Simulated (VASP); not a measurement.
Here is a VASP 6.6.1 calculation.

Contents of INCAR:

```
PREC = Accurate ; ENCUT = 520
EDIFF = 1E-6 ; ISMEAR = 0
SIGMA = 0.05 ; LREAL = F
LASPH = T ; NELM = 80
ALGO = Normal ; ISIF = 2
LWAVE = F ; LCHARG = F
GGA = PS ; NBANDS = 20
```

Contents of KPOINTS:

```
regular mesh
0
Gamma
  12 12 2
```

POSCAR

```
WS2
1.0
    3.1457762098      0.0000000000      0.0000000000
   -1.5728881049      2.7243221123      0.0000000000
    0.0000000000      0.0000000000     16.9534209708
W S
1 2
Direct
    0.3105325894      0.7289594575      0.0000000000
    0.6666666667      0.3333333333      0.9075761480
    0.6666666667      0.3333333333      0.0924238520
```

Potentials or basis: VASP PAW PBE potentials, release 64 (W_sv, S).

Launch:

```sh
$ cat potpaw_PBE.64/W_sv/POTCAR potpaw_PBE.64/S/POTCAR > POTCAR
$ mpirun -np 1 vasp_std > vasp.out
```

**Question.** Estimate the largest force.

**Answer.** 4.839 eV/Å.

**Question.** Predict the band gap on the k mesh.

**Answer.** 1.54 eV (least direct gap 1.87 eV).

Forces on the atoms (eV/Å):
```
W    3.261 -3.575  0.000
S   -1.630  1.788 -0.719
S   -1.630  1.788  0.719
```

Caveat: the cell differs from its parent crystal (atom 1 (W) moved -0.240 Å along Cartesian [1 -1 0]); there is no dipole correction, which matters where the two faces differ; the PAW data sets were made with another functional, which shifts forces and pressure a little; spin-orbit coupling is left out, which moves the levels of the heavy elements.
